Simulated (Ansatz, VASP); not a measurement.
## One calculation of NaCl, two programs

```
CELL_PARAMETERS angstrom
0.00000 2.86739 2.92532
2.86739 0.00000 2.92532
2.86739 2.86739 0.00000
ATOMIC_POSITIONS crystal
Na 0.00000 0.00000 0.00000
Cl 0.50000 0.50000 0.50000
```

Alike in both runs: task relaxation of cell and atoms; functional PBE; k mesh 4 × 4 × 4; no spin polarisation.

|  | VASP | Ansatz |
| --- | --- | --- |
| version | VASP 6.6.1 | Ansatz 0.2 development build |
| potentials or method | VASP PAW PBE potentials, release 64 (Na_pv, Cl) | PAW hard, scalar-relativistic |
| plane-wave cutoff (eV) | 500 | 700 |
| occupations | gaussian, width 0.01 eV | fixed |

|  | VASP | Ansatz | Ansatz less VASP |
| --- | --- | --- | --- |
| relaxed volume (Å³/atom) | 23.07 | 23.12 | +0.050 |
| relaxed cell length with the largest relative difference (Å) | 4.025 | 4.029 | +0.0048 |

Ansatz's warnings: cutoff auto derived.

The k mesh is coarse, so the values compare programs but aren't converged.
